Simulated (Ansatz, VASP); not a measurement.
## SrO: VASP beside Ansatz

The input INCAR:

```
  PREC = Accurate
  ENCUT = 520
  EDIFF = 1E-6
  ISMEAR = -1
  SIGMA = 0.02
  LREAL = False
  LASPH = True
  NELM = 100
  ALGO = Normal
  ISIF = 2
  LWAVE = False
  LCHARG = False
  GGA = PE
  NBANDS = 15
```

KPOINTS

```
regular mesh
0
Gamma
  8 8 8
```

POSCAR

```
SrO
1.0
    3.1058062078      0.0367623700      0.0367623700
    0.0367623700      3.1058062078      0.0367623700
    0.0367623700      0.0367623700      3.1058062078
Sr O
1 1
Direct
    0.0000000000      0.0000000000      0.0000000000
    0.5000000000      0.5000000000      0.5000000000
```

Input for Ansatz:

```yaml
crystal:
  lattice:
    - [3.1058062078, 0.03676237, 0.03676237]
    - [0.03676237, 3.1058062078, 0.03676237]
    - [0.03676237, 0.03676237, 3.1058062078]
  atoms:
    - { symbol: Sr, position: [0.0, 0.0, 0.0] }
    - { symbol: O, position: [0.5, 0.5, 0.5] }
kpoints:
  mp_grid: { grid: [8, 8, 8] }
  band_path:
    path:
      - [0.0, 0.0, 0.0]
      - [0.0, 0.5, 0.0]
      - [0.5, 0.5, 0.0]
      - [0.5, 0.5, 0.5]
      - [0.0, 0.5, 0.5]
    npoints: 1
hamiltonian:
  xc: pbe
scf:
  occupations: { method: fermi_dirac, width: 0.02 }
  n_extra_bands: 4
output:
  forces: true
  stress: true
  eigenvalues: true
```

Change from the starting cell: epitaxial_111 strain -1.1%.

Alike in both runs: task single point; functional PBE; k mesh 8 × 8 × 8; occupations fermi-dirac, width 0.02 eV; no spin polarisation.

|  | VASP | Ansatz |
| --- | --- | --- |
| version | VASP 6.6.1 | Ansatz 0.2.0 |
| potentials or method | VASP PAW PBE potentials, release 64 (Sr_sv, O) | plane waves, PAW |
| plane-wave cutoff (eV) | 520 | 420 |
| valence electrons in the cell | 16 | 16 |

Ansatz gave:

| Property | Result |
| --- | --- |
| gap on the k mesh at the Fermi level (eV) | 2.82 |
| pressure (GPa) | 2.7 |
| traceless stress, the component that is largest in VASP (GPa) | 0.11 |

Task: What did VASP give for the same quantities?

Result: gap on the k mesh at the Fermi level (eV): 2.76; pressure (GPa): 3.5; traceless stress, the component that is largest in VASP (GPa): 0.07.

The functional is the same, so the differences come from potentials, cutoffs and numerics.
